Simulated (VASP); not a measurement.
The system is N.

```
N
1.0
     2.51947    0.00000    0.00000
    -1.25974    2.18193    0.00000
     0.00000    0.00000    2.44600
N
2
Direct
  0.66667 0.33333 0.25000
  0.33333 0.66667 0.75000
```

| Quantity | Value |
| --- | --- |
| Program | VASP 6.6.1 |
| Task | relaxation of cell and atoms |
| Functional | PBEsol |
| Potentials or basis | VASP PAW PBE potentials, release 64 (N) |
| Cutoff | 600 eV |
| k mesh | 8 × 8 × 7 |
| Occupations | fermi-dirac, width 0.02 eV |
| Spin | no spin polarisation |

At the start: pressure -3.0 GPa; volume 6.72 Å³/atom.

Problem. Where does the relaxation end?

Solution. Over 3 steps the energy falls by 3.5 meV/atom and the volume is 6.67 Å³/atom (-0.9 %); space group P6_3/mmc (No. 194, to 0.05 Å).

Step by step:
```tsv
step	energy change (eV)	largest force (eV/Å)	pressure (GPa)	volume (Å³)
1	0.0000	0.0000	-3.01	13.45
2	0.0023	0.0000	3.65	13.20
3	-0.0071	0.0000	-0.11	13.33
```

Final structure:
```cif
data_structure
_symmetry_space_group_name_H-M 'P 1'
_symmetry_Int_Tables_number 1
_cell_length_a 2.5241
_cell_length_b 2.5241
_cell_length_c 2.4161
_cell_angle_alpha 90.000
_cell_angle_beta 90.000
_cell_angle_gamma 120.000
_cell_volume 13.33
loop_
_atom_site_label
_atom_site_type_symbol
_atom_site_fract_x
_atom_site_fract_y
_atom_site_fract_z
_atom_site_occupancy
N1 N 0.66667 0.33333 0.25000 1
N2 N 0.33333 0.66667 0.75000 1
```

Caveat: the k points lie up to 0.37 Å⁻¹ apart in the final cell; the PAW data sets were made with another functional, which shifts forces and pressure a little.
